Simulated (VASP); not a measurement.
A run of VASP 6.6.1 is set up as follows.

The input INCAR:

```
SYSTEM = C
PREC = Accurate
ENCUT = 520
EDIFF = 1E-6
ISMEAR = -1
SIGMA = 0.05
LREAL = .False.
LASPH = .True.
NELM = 100
ALGO = Normal
ISIF = 2
LWAVE = .False.
LCHARG = .False.
GGA = PS
NBANDS = 11
```

Contents of KPOINTS:

```
Automatic mesh
0
Gamma
  18 18 18
  0 0 0
```

File POSCAR:

```
C
1.0
    0.0000000000      2.1270000000      3.3814800000
    1.2280000000      0.0000000000      3.3814800000
    1.2280000000      2.1270000000      0.0000000000
C
2
Direct
    0.1666700000      0.8333300000      0.1666700000
    0.8333300000      0.1666700000      0.8333300000
```

Potentials or basis: VASP PAW PBE potentials, release 64 (C).

Command:

```bash
$ cat potpaw_PBE.64/C/POTCAR > POTCAR
$ mpirun -np 1 vasp_std > vasp.out
```

Q: Estimate the largest force.

A: 0.004 eV/Å.

Q: Estimate the pressure.

A: 2.0 GPa.

Q: What does it give for the band gap on the k mesh?

A: 0.08 eV, indirect (least direct gap 0.15 eV).

Stress tensor (GPa, compression positive):
```
2.57 0.00 0.00
0.00 2.10 0.00
0.00 0.00 1.36
```

Caveat: the cell differs from its parent crystal (zz strain of +1 %); the PAW data sets were made with another functional, which shifts forces and pressure a little. A k mesh can miss the band edges.
